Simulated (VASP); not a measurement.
Write the native input for VASP 6.6.1 that does the following.

- Task: single point
- Functional: PBE
- Potentials or basis: VASP PAW PBE potentials, release 64 (Ag, Br)
- Cutoff: 500 eV
- k mesh: 8 × 8 × 8
- Occupations: fermi-dirac, width 0.05 eV
- Spin: no spin polarisation
- Dipole correction: no
- Further INCAR settings: ALGO = Normal; EDIFF = 1e-06; NBANDS = 16

The structure of AgBr lies in POSCAR:

```
AgBr
1.0
    0.0000000000      2.8891581698      2.8891581698
    2.8891581698      0.0000000000      2.8891581698
    2.8891581698      2.8891581698      0.0000000000
Ag Br
1 1
Direct
    0.0000000000      0.0000000000      0.0000000000
    0.5000000000      0.5000000000      0.5000000000
```

This cell differs from its parent crystal: volume scaled by 1.02.

One way to write it, as run:

INCAR

```
  PREC = Accurate
  ENCUT = 500
  EDIFF = 1E-6
  ISMEAR = -1
  SIGMA = 0.05
  LREAL = False
  LASPH = True
  NELM = 120
  ALGO = Normal
  ISIF = 2
  LWAVE = False
  LCHARG = False
  GGA = PE
  NBANDS = 16
  GGA_COMPAT = False
```

KPOINTS

```
regular mesh
0
Gamma
  8 8 8
```

Potentials or basis: VASP PAW PBE potentials, release 64 (Ag, Br).

Run with:

```sh
$ cat potpaw_PBE.64/Ag/POTCAR potpaw_PBE.64/Br/POTCAR > POTCAR
$ mpirun -np 1 vasp_std > vasp.out
```

Results of the run:

```json
{"Pressure": "1.3 GPa", "Band gap on the k mesh": "0.68 eV, indirect (least direct gap 2.54 eV)"}
```

Wall time 11 s on 1 thread of AMD EPYC 9R45 96-Core Processor (Zen 5) (shared host), peak memory 0.14 GiB.
